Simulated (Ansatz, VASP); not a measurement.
**Two plane-wave programs on PbS**

Contents of INCAR:

```
SYSTEM = PbS
ALGO = Normal
EDIFF = 1E-8
ENCUT = 520
GGA = PE
ISIF = 2
ISMEAR = -1
LASPH = .True.
LCHARG = .False.
LEFG = .True.
LREAL = .False.
LWAVE = .False.
NBANDS = 17
NELM = 80
PREC = Accurate
SIGMA = 0.01
```

The input KPOINTS:

```
k-points
0
Gamma
  7 7 7
  0 0 0
```

Contents of POSCAR:

```
PbS
1.0
    0.0000000000      2.9502852689      2.9946500000
    2.9502852689      0.0000000000      2.9946500000
    2.9502852689      2.9502852689      0.0000000000
Pb S
1 1
Direct
    0.0000000000      0.0000000000      0.0000000000
    0.5000000000      0.5000000000      0.5000000000
```

Input for Ansatz:

```yaml
crystal:
  lattice:
    - [0.0, 2.9502852689, 2.99465]
    - [2.9502852689, 0.0, 2.99465]
    - [2.9502852689, 2.9502852689, 0.0]
  atoms:
    - { symbol: Pb, position: [0.0, 0.0, 0.0] }
    - { symbol: S, position: [0.5, 0.5, 0.5] }
kpoints:
  mp_grid: { grid: [7, 7, 7] }
scf:
  occupations: { method: fermi_dirac, width: 0.01 }
hamiltonian:
  xc: pbe
  pseudopotentials: { kind: paw }
output:
  forces: true
  stress: true
  eigenvalues: true
  efg: { contact_densities: true }
```

Change from the starting cell: z stretched by +1 % at fixed volume, PAW files.

Alike in both runs: task electric field gradients; functional PBE; k mesh 7 × 7 × 7; occupations fermi-dirac, width 0.01 eV; no spin polarisation.

```csv
,VASP,Ansatz
version,VASP 6.6.1,Ansatz 0.2.0
potentials or method,"VASP PAW PBE potentials, release 64 (Pb_d, S)","PAW with Ansatz's default frozen-core files, scalar-relativistic"
plane-wave cutoff (eV),520,420
valence electrons in the cell,20,20
```

Ansatz gave:

```
gap on the k mesh at the Fermi level (eV)                     : 0.94
pressure (GPa)                                                : 2.3
traceless stress, the component that is largest in VASP (GPa) : -1.26
size of Vzz on the site where it differs most (V/Å²)          : 46.6
```

Problem. Which values does VASP return?

Solution. gap on the k mesh at the Fermi level (eV): 0.95; pressure (GPa): 2.2; traceless stress, the component that is largest in VASP (GPa): -1.26; size of Vzz on the site where it differs most (V/Å²): 43.4.

Neither program's run includes spin-orbit coupling.
